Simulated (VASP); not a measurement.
# Mg4HO8 (a cell with a defect) in VASP: a series of runs

Runs on Mg4HO8 (a cell with a defect). Level: LDA. Tasks: single point.

Program: VASP 6.6.1. These are calculated values, not measurements. Logs are shortened: lines on timing, memory, paths and dates and some standing lists are left out, and cuts for length are marked.

## Step 1: The cell of the first run

The cell holds a defect, 13 atoms: a = 4.968 Å, b = 4.968 Å, c = 4.968 Å, α = 77.69°, β = 77.69°, γ = 77.69°.

## Step 2: Single point, LDA

The input, INCAR:

```
SYSTEM = Mg4HO8
PREC     = Accurate       ! precision mode
ENCUT    = 520            ! plane-wave cutoff, eV
EDIFF    = 1E-7           ! SCF threshold, eV
ISMEAR   = 0              ! smearing method
SIGMA    = 0.05           ! smearing width, eV
LREAL    = .False.        ! projectors in reciprocal space
LASPH    = .True.         ! aspherical terms in the spheres
NELM     = 100            ! most SCF steps
ALGO     = Normal         ! electronic algorithm
ISIF     = 2              ! what is computed and relaxed
LWAVE    = .False.        ! write WAVECAR
LCHARG   = .False.        ! write CHGCAR
GGA      = CA             ! functional
NELECT   = 56.0         
NBANDS   = 40             ! bands
```

The input, KPOINTS:

```
regular mesh
0
Gamma
  6 6 6
  0 0 0
```

The input, POSCAR:

```
Mg4HO8
1.0
   -3.1159510607     -1.7989951837      3.4255732540
    3.1159510607     -1.7989951837      3.4255732540
    0.0000000000      3.5979903674      3.4255732540
Mg O H
4 8 1
Direct
    0.0000000000      0.0000000000      0.0000000000
    0.5000000000      0.5000000000      0.0000000000
    0.5000000000      0.0000000000      0.5000000000
    0.0000000000      0.5000000000      0.5000000000
    0.4294242759      0.4294242759      0.4294242759
    0.9294242759      0.9294242759      0.4294242759
    0.9294242759      0.4294242759      0.9294242759
    0.4294242759      0.9294242759      0.9294242759
    0.5705757241      0.5705757241      0.5705757241
    0.0705757241      0.0705757241      0.5705757241
    0.0705757241      0.5705757241      0.0705757241
    0.5705757241      0.0705757241      0.0705757241
    1.0833540658      1.0833540658      0.3333540658
```

Potentials or basis: VASP PAW LDA potentials, release 64 (Mg, O, H).

Run with:

```sh
> cat potpaw_LDA.64/Mg/POTCAR potpaw_LDA.64/O/POTCAR potpaw_LDA.64/H/POTCAR > POTCAR
> mpirun -np 1 vasp_std > vasp.out
```

OUTCAR:

```text
SYSTEM = Mg4HO8
   PREC = Accurate
   ENCUT = 520
   EDIFF = 1E-7
   ISMEAR = 0
   LREAL = .False.
   LASPH = .True.
   NELM = 100
   ISIF = 2
   GGA = CA
   NELECT = 56.0

 ion  position               nearest neighbor table
   1  0.000  0.000  0.000-  13 1.93   8 2.05  11 2.05  12 2.05   7 2.05  10 2.05   6 2.05   2 3.12
                             2 3.12   3 3.12   4 3.12   4 3.12   3 3.12
   2  0.500  0.500  0.000-   7 2.05   8 2.05  11 2.05  12 2.05   5 2.05   9 2.05   1 3.12   1 3.12
                             3 3.12   3 3.12   4 3.12   4 3.12
   3  0.500  0.000  0.500-   5 2.05   6 2.05   9 2.05  10 2.05   8 2.05  12 2.05   4 3.12   4 3.12
                             2 3.12   1 3.12   1 3.12   2 3.12
   4  0.000  0.500  0.500-   5 2.05   6 2.05   9 2.05  10 2.05   7 2.05  11 2.05   3 3.12   3 3.12
                             1 3.12   1 3.12   2 3.12   2 3.12
   5  0.429  0.429  0.429-   9 1.45   4 2.05   3 2.05   2 2.05
   6  0.929  0.929  0.429-  13 1.16  10 1.45   3 2.05   4 2.05   1 2.05
   7  0.929  0.429  0.929-  11 1.45   2 2.05   1 2.05   4 2.05
   8  0.429  0.929  0.929-  12 1.45   2 2.05   1 2.05   3 2.05
   9  0.571  0.571  0.571-   5 1.45   4 2.05   3 2.05   2 2.05
  10  0.071  0.071  0.571-  13 1.16   6 1.45   3 2.05   4 2.05   1 2.05
  11  0.071  0.571  0.071-   7 1.45   2 2.05   1 2.05   4 2.05
  12  0.571  0.071  0.071-   8 1.45   2 2.05   1 2.05   3 2.05
  13  0.083  0.083  0.333-  10 1.16   6 1.16   1 1.93

  LATTYP: Found a trigonal (rhomboedric) cell.
 ALAT       =     4.9679056757
 COS(alpha) =     0.2131996058

  Lattice vectors:

 A1 = (  -3.1159510607,  -1.7989951837,   3.4255732540)
 A2 = (   3.1159510607,  -1.7989951837,   3.4255732540)
 A3 = (   0.0000000000,   3.5979903674,   3.4255732540)

Analysis of symmetry for initial positions (statically):
=====================================================================
 Subroutine PRICEL returns:
 Original cell was already a primitive cell.

 Routine SETGRP: Setting up the symmetry group for a
 trigonal (rhombohedral) supercell.

 Subroutine GETGRP returns: Found  2 space group operations
 (whereof  2 operations were pure point group operations)
 out of a pool of 12 trial point group operations.

The static configuration has the point symmetry C_1h.

Analysis of symmetry for dynamics (positions and initial velocities):
=====================================================================
 Subroutine PRICEL returns:
 Original cell was already a primitive cell.

 Routine SETGRP: Setting up the symmetry group for a
 trigonal (rhombohedral) supercell.

 Subroutine GETGRP returns: Found  2 space group operations
 (whereof  2 operations were pure point group operations)
 out of a pool of 12 trial point group operations.
[... 136 lines left out ...]
   EMIN   =  10.00;   EMAX   =-10.00  energy-range for DOS
   EFERMI =   0.00;   METHOD = LEGACY
   ISMEAR =     0;   SIGMA  =   0.05  broadening in eV -4-tet -1-fermi 0-gaus
   EFERMI_NEDOS =   21; number of points for ismear=-14 and -15
   IALGO  =     38    algorithm
   IMIX   =      4    mixing-type and parameters
     AMIX     =   0.40;   BMIX     =  1.00
     AMIX_MAG =   1.60;   BMIX_MAG =  1.00
  volume/ion in A,a.u.               =       8.86        59.81
  Fermi-wavevector in a.u.,A,eV,Ry     =   1.287170  2.432398 22.542210  1.656806
  Thomas-Fermi vector in A             =   2.419200
   LORBIT       =      0    0 simple, 1 ext, 2 COOP (PROOUT), +10 PAW based schemes
   GGA     = CA    functional components
   LHFCALC =     F    Hartree Fock is set to
   AEXX    =    0.0000 exact exchange contribution
   IVDW    =     0    specifies the selected vdW correction
   LEPSILON=     F    determine dielectric tensor
   LRPA    =     F    only Hartree local field effects (RPA)
 non-spin polarized calculation
 Gauss-broadening in eV      SIGMA  =   0.05
  energy-cutoff  :      520.00
  volume of cell :      115.21
 maximum number of plane-waves:      3126
 NGX is ok and might be reduce to    40
   NGX = 19   NGY = 19   NGZ = 19

 number of electron      55.9999981 magnetization

 Free energy of the ion-electron system (eV)
  ---------------------------------------------------
  ext. energy  EPLUGINS =         0.00000000
  ---------------------------------------------------
  free energy    TOTEN  =       -79.38626319 eV

  energy without entropy =      -79.38626319  energy(sigma->0) =      -79.38626319

 E-fermi :   3.7055     XC(G=0): -11.1757

 val. band max:        3.4144123212   @ k =   0.0000   0.0000   0.0000
 cond. band min:       4.9711645621   @ k =   0.5000   0.5000   0.5000
 fundamental gap:      1.5567522409
 Fermi energy:         3.7054976817

 k-point     1 :       0.0000    0.0000    0.0000
  band No.  band energies     occupation
      1     -21.7094      2.00000
      2     -18.0367      2.00000
      3     -17.5763      2.00000
      4     -17.4343      2.00000
      5     -13.6346      2.00000
      6     -11.5088      2.00000
[... 1021 lines left out ...]
     39      13.8576      0.00000
     40      14.2051      0.00000

 [... further k-points ...]
[... 5 lines left out ...]
  --------------------------------------------------------------------------------------
  -------------------------------------------------------------------------------------
  Total       -7.2138853     -7.3865782      1.8461248      0.0000000      1.5560525      0.0000000
  in kB     -100.3170325   -102.7185174     25.6724021      0.0000000     21.6386259      0.0000000
  external PRESSURE =     -59.1210493 kB  Pullay stress =       0.0000000 kB

 VOLUME and BASIS-vectors are now :
 -----------------------------------------------------------------------------
  energy-cutoff  :      520.00
  volume of cell :      115.21
      direct lattice vectors                 reciprocal lattice vectors
    -3.115951061 -1.798995184  3.425573254    -0.160464651 -0.092644310  0.097307314
     3.115951061 -1.798995184  3.425573254     0.160464651 -0.092644310  0.097307314
     0.000000000  3.597990367  3.425573254     0.000000000  0.185288619  0.097307314

 POSITION                                       TOTAL-FORCE (eV/Angst)
 -----------------------------------------------------------------------------------
      0.00000      0.00000      0.00000         0.000000     -0.685041     -1.418157
      0.00000     -1.79900      3.42557         0.000000     -0.098168      0.020273
     -1.55798      0.89950      3.42557        -0.353609      0.109303      0.370467
      1.55798      0.89950      3.42557         0.353609      0.109303      0.370467
      0.00000      0.00000      4.41307         0.000000      0.018393     -0.341449
      0.00000     -1.79900      7.83865         0.000000      0.391660     -3.411527
     -1.55798      0.89950      7.83865        -0.145732      0.151489     -0.312744
      1.55798      0.89950      7.83865         0.145732      0.151489     -0.312744
      0.00000      0.00000      5.86365         0.000000      0.006184      0.252521
      0.00000      1.79900      2.43807         0.000000      0.384936      3.520273
      1.55798     -0.89950      2.43807        -0.085774      0.148449      0.383933
     -1.55798     -0.89950      2.43807         0.085774      0.148449      0.383933
      0.00000      0.89950      1.71300         0.000000     -0.836447      0.494754
 -----------------------------------------------------------------------------------
    total drift:                               -0.000000      0.000089     -0.000112

  FREE ENERGIE OF THE ION-ELECTRON SYSTEM (eV)
  ---------------------------------------------------
  free  energy   TOTEN  =       -79.3862631912 eV

  energy  without entropy=      -79.3862631912  energy(sigma->0) =      -79.38626319
```

OSZICAR:

```text
N       E                     dE             d eps       ncg     rms          rms(c)
DAV:   1     0.292895488658E+03    0.29290E+03   -0.29879E+04  5632   0.131E+03
DAV:   2    -0.649665099547E+02   -0.35786E+03   -0.34702E+03  6840   0.290E+02
DAV:   3    -0.849464272753E+02   -0.19980E+02   -0.19827E+02  6792   0.720E+01
DAV:   4    -0.851070914202E+02   -0.16066E+00   -0.16057E+00  6536   0.701E+00
DAV:   5    -0.851084443779E+02   -0.13530E-02   -0.13528E-02  6776   0.608E-01    0.164E+01
DAV:   6    -0.801956925587E+02    0.49128E+01   -0.10220E+01  6344   0.163E+01    0.722E+00
DAV:   7    -0.794931928195E+02    0.70250E+00   -0.13553E+00  6576   0.627E+00    0.312E+00
DAV:   8    -0.793901301084E+02    0.10306E+00   -0.22796E-01  6192   0.300E+00    0.527E-01
DAV:   9    -0.793882123353E+02    0.19178E-02   -0.55701E-02  6568   0.116E+00    0.359E-01
DAV:  10    -0.793863972055E+02    0.18151E-02   -0.48324E-03  6280   0.368E-01    0.136E-01
DAV:  11    -0.793863331901E+02    0.64015E-04   -0.24874E-03  6672   0.249E-01    0.600E-02
DAV:  12    -0.793862715847E+02    0.61605E-04   -0.16249E-04  6392   0.769E-02    0.232E-02
DAV:  13    -0.793862631953E+02    0.83893E-05   -0.48923E-05  6992   0.356E-02    0.501E-03
DAV:  14    -0.793862631384E+02    0.56987E-07   -0.19756E-06  6472   0.792E-03    0.183E-03
DAV:  15    -0.793862631912E+02   -0.52881E-07   -0.12810E-07  4488   0.246E-03
   1 F= -.79386263E+02 E0= -.79386263E+02  d E =-.382740E-18
```

stdout:

```text
POSCAR found type information on POSCAR MgO H
 POSCAR found :  3 types and      13 ions
 scaLAPACK will be used
 LDA part: xc-table for (Slater(with rela. corr.)+CA(PZ))
 , standard interpolation
 POSCAR, INCAR and KPOINTS ok, starting setup
 FFT: planning ... GRIDC
 FFT: planning ... GRID_SOFT
 FFT: planning ... GRID
 WAVECAR not read
 entering main loop
 the old and the new charge density differ
 old charge density:    57.00000 new   56.00000
    0.164E+01
```

Wall time 3.1 min (1 thread of AMD EPYC 9R45 (Zen 5), shared host); peak memory 0.33 GiB.

What came out:

```yaml
Free_energy: -79.3863 eV
Largest_force: 3.541 eV/Å
```

Forces in eV/Å, atoms in the order of the input:
```
Mg   0.000 -0.685 -1.418
Mg   0.000 -0.098  0.020
Mg  -0.354  0.109  0.370
Mg   0.354  0.109  0.370
O    0.000  0.018 -0.341
O    0.000  0.392 -3.412
O   -0.146  0.151 -0.313
O    0.146  0.151 -0.313
O    0.000  0.006  0.253
O    0.000  0.385  3.520
O   -0.086  0.148  0.384
O    0.086  0.148  0.384
H    0.000 -0.836  0.495
```

Levels at points of the mesh, in eV from the Fermi level:
| k point | band 25 | band 26 | band 27 | band 28 | band 29 | band 30 | band 31 | band 32 |
| --- | --- | --- | --- | --- | --- | --- | --- | --- |
| (0.00, 0.00, 0.00) | -1.47 | -0.57 | -0.50 | -0.29 | 1.63 | 2.82 | 3.66 | 3.72 |
| (0.50, 0.00, 0.00) | -1.33 | -1.16 | -0.72 | -0.52 | 1.86 | 3.43 | 3.83 | 4.01 |
| (0.00, 0.00, 0.50) | -1.07 | -1.07 | -0.81 | -0.60 | 1.86 | 3.78 | 3.90 | 4.12 |
| (0.50, 0.50, 0.00) | -1.15 | -1.09 | -1.04 | -0.80 | 1.77 | 3.43 | 4.06 | 4.46 |
| (0.50, 0.00, 0.50) | -1.28 | -1.25 | -1.01 | -0.70 | 1.77 | 3.21 | 4.08 | 4.29 |
| (0.50, 0.50, 0.50) | -1.36 | -1.34 | -0.32 | -0.29 | 1.27 | 2.92 | 3.28 | 4.26 |

Caveat: the cell carries a net charge on a neutralising background, which shifts energy and pressure; the cell is charged against a uniform background, so pressure and absolute levels hang on convention.

## Step 3: Single point, LDA

The input, INCAR:

```
SYSTEM = Mg4HO8
PREC = Accurate ; ENCUT = 520
EDIFF = 1E-6 ; ISMEAR = 0
SIGMA = 0.05 ; LREAL = .FALSE.
LASPH = .TRUE. ; NELM = 80
ALGO = Normal ; ISIF = 2
LWAVE = .FALSE. ; LCHARG = .FALSE.
GGA = CA ; NBANDS = 40
NELECT = 56.0
```

The input, KPOINTS:

```
regular mesh
0
G
  6 6 6
  0 0 0
```

Edit POSCAR of step 2 so:

```diff
@@ -20,2 +20,2 @@
     0.5705757241      0.0705757241      0.0705757241
-    1.0833540658      1.0833540658      0.3333540658
+    1.2500207325      1.3750207325     -0.1249792675
```

Potentials or basis: VASP PAW LDA potentials, release 64 (Mg, O, H).

Run with:

```sh
> cat potpaw_LDA.64/Mg/POTCAR potpaw_LDA.64/O/POTCAR potpaw_LDA.64/H/POTCAR > POTCAR
> mpirun -np 1 vasp_std > vasp.out
```

OUTCAR:

```text
SYSTEM = Mg4HO8
   PREC = Accurate
   ENCUT = 520
   EDIFF = 1E-6
   ISMEAR = 0
   LREAL = .FALSE.
   LASPH = .TRUE.
   NELM = 80
   ISIF = 2
   GGA = CA
   NELECT = 56.0

 ion  position               nearest neighbor table
   1  0.000  0.000  0.000-   7 2.05   8 2.05  11 2.05  12 2.05   6 2.05  10 2.05   2 3.12   2 3.12
                             3 3.12   4 3.12   4 3.12   3 3.12
   2  0.500  0.500  0.000-  13 1.77   8 2.05  11 2.05  12 2.05   7 2.05   9 2.05   5 2.05   1 3.12
                             1 3.12   3 3.12   3 3.12   4 3.12   4 3.12
   3  0.500  0.000  0.500-   5 2.05   6 2.05   9 2.05  10 2.05   8 2.05  12 2.05   4 3.12   4 3.12
                             2 3.12   1 3.12   1 3.12   2 3.12
   4  0.000  0.500  0.500-   5 2.05   6 2.05   9 2.05  10 2.05   7 2.05  11 2.05   3 3.12   3 3.12
                             1 3.12   1 3.12   2 3.12   2 3.12
   5  0.429  0.429  0.429-   9 1.45   4 2.05   3 2.05   2 2.05
   6  0.929  0.929  0.429-  10 1.45   4 2.05   3 2.05   1 2.05
   7  0.929  0.429  0.929-  11 1.45   2 2.05   1 2.05   4 2.05
   8  0.429  0.929  0.929-  12 1.45   2 2.05   1 2.05   3 2.05
   9  0.571  0.571  0.571-   5 1.45   4 2.05   3 2.05   2 2.05
  10  0.071  0.071  0.571-   6 1.45   4 2.05   3 2.05   1 2.05
  11  0.071  0.571  0.071-   7 1.45   2 2.05   1 2.05   4 2.05
[... 1250 lines left out ...]

 [... further k-points ...]
[... 5 lines left out ...]
  --------------------------------------------------------------------------------------
  -------------------------------------------------------------------------------------
  Total      -11.8304756     -9.7012222      1.4873973     -1.8439875     -0.8321427     -1.4413135
  in kB     -164.5158131   -134.9061958     20.6839008    -25.6426808    -11.5718622    -20.0430539
  external PRESSURE =     -92.9127027 kB  Pullay stress =       0.0000000 kB

 VOLUME and BASIS-vectors are now :
 -----------------------------------------------------------------------------
  energy-cutoff  :      520.00
  volume of cell :      115.21
      direct lattice vectors                 reciprocal lattice vectors
    -3.115951061 -1.798995184  3.425573254    -0.160464651 -0.092644310  0.097307314
     3.115951061 -1.798995184  3.425573254     0.160464651 -0.092644310  0.097307314
     0.000000000  3.597990367  3.425573254     0.000000000  0.185288619  0.097307314

 POSITION                                       TOTAL-FORCE (eV/Angst)
 -----------------------------------------------------------------------------------
      0.00000      0.00000      0.00000        -0.020115      0.296544     -0.295036
      0.00000     -1.79900      3.42557        -0.515454     -0.297597      2.537136
     -1.55798      0.89950      3.42557        -0.107647     -0.062150     -0.054232
      1.55798      0.89950      3.42557         0.246757     -0.165692     -0.295036
      0.00000      0.00000      4.41307         0.074208      0.358937     -0.594445
      0.00000     -1.79900      7.83865         0.014571      0.008413     -0.270865
     -1.55798      0.89950      7.83865        -1.274135     -0.735622     -1.465883
      1.55798      0.89950      7.83865         0.347952     -0.115202     -0.594445
      0.00000      0.00000      5.86365         0.096447      0.499023      0.462614
      0.00000      1.79900      2.43807         0.000049      0.000029      0.248402
      1.55798     -0.89950      2.43807        -1.450877     -0.837664      1.266110
     -1.55798     -0.89950      2.43807         0.480390     -0.165986      0.462614
      0.38949      2.02387      5.13857         2.107852      1.216969     -1.406933
 -----------------------------------------------------------------------------------
    total drift:                               -0.000079     -0.000046     -0.001038

  FREE ENERGIE OF THE ION-ELECTRON SYSTEM (eV)
  ---------------------------------------------------
  free  energy   TOTEN  =       -78.5635773853 eV

  energy  without entropy=      -78.5635773832  energy(sigma->0) =      -78.56357738
```

stdout:

```text
POSCAR found type information on POSCAR MgO H
 POSCAR found :  3 types and      13 ions
 scaLAPACK will be used
 LDA part: xc-table for (Slater(with rela. corr.)+CA(PZ))
 , standard interpolation
 POSCAR, INCAR and KPOINTS ok, starting setup
 FFT: planning ... GRIDC
 FFT: planning ... GRID_SOFT
 FFT: planning ... GRID
 WAVECAR not read
 entering main loop
 the old and the new charge density differ
 old charge density:    57.00000 new   56.00000
    0.164E+01
```

Wall time 2.9 min (1 thread of AMD EPYC 9R45 (Zen 5), shared host); peak memory 0.33 GiB.

Results:

* Free energy: -78.5636 eV
* Largest force: 2.811 eV/Å

Forces in eV/Å, atoms in the order of the input:
```
Mg  -0.020  0.297 -0.295
Mg  -0.515 -0.298  2.537
Mg  -0.108 -0.062 -0.054
Mg   0.247 -0.166 -0.295
O    0.074  0.359 -0.594
O    0.015  0.008 -0.271
O   -1.274 -0.736 -1.466
O    0.348 -0.115 -0.594
O    0.096  0.499  0.463
O    0.000  0.000  0.248
O   -1.451 -0.838  1.266
O    0.480 -0.166  0.463
H    2.108  1.217 -1.407
```

Caveat: the cell carries a net charge on a neutralising background, which shifts energy and pressure; the cell is charged against a uniform background, so pressure and absolute levels hang on convention.

(Part 1 of 3 ends here.)
